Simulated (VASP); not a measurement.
Here is a VASP 6.6.1 calculation.

File INCAR:

```
SYSTEM = HPbNO4
PREC     = Accurate       ! precision mode
ENCUT    = 520            ! plane-wave cutoff, eV
EDIFF    = 1E-6           ! SCF threshold, eV
ISMEAR   = -1             ! smearing method
SIGMA    = 0.05           ! smearing width, eV
LREAL    = .FALSE.        ! projectors in reciprocal space
LASPH    = .TRUE.         ! aspherical terms in the spheres
NELM     = 100            ! most SCF steps
ALGO     = Fast           ! electronic algorithm
ISIF     = 2              ! what is computed and relaxed
LWAVE    = .FALSE.        ! write WAVECAR
LCHARG   = .FALSE.        ! write CHGCAR
GGA      = PE             ! functional
NBANDS   = 31             ! bands
```

Contents of KPOINTS:

```
regular mesh
0
G
  7 6 5
  0 0 0
```

POSCAR

```
HPbNO4
1.0
    3.8570700000      0.0017800000     -0.0365800000
    0.1735300000      4.3343600000     -0.0164700000
    0.7580300000      0.8387300000      5.8766200000
H Pb N O
1 1 1 4
Direct
    0.6151100000      0.8955900000      0.1984400000
    0.6459700000      0.4465100000      0.9168500000
    0.7147400000      0.2381000000      0.5005800000
    0.1695800000      0.4700700000      0.7776800000
    0.6291900000      0.9704500000      0.4984500000
    0.5642400000      0.9258300000      0.0384900000
    0.7802200000      0.4225000000      0.3195100000
```

Potentials or basis: VASP PAW PBE potentials, release 64 (H, Pb_d, N, O).

The run is started by

```sh
$ cat potpaw_PBE.64/H/POTCAR potpaw_PBE.64/Pb_d/POTCAR potpaw_PBE.64/N/POTCAR potpaw_PBE.64/O/POTCAR > POTCAR
$ mpirun -np 1 vasp_std > vasp.out
```

(1) Estimate the largest force.

(2) Predict the band gap on the k mesh.

(3) Estimate the pressure.

## Answers

(1) 0.624 eV/Å.

(2) 0.36 eV (least direct gap 0.59 eV).

(3) 0.6 GPa.

Caveat: the standard files for N, O and F lose accuracy on very short bonds; spin-orbit coupling is left out, which moves the levels of the heavy elements; an odd mesh through Γ misses points on the zone boundary, where band edges can lie.
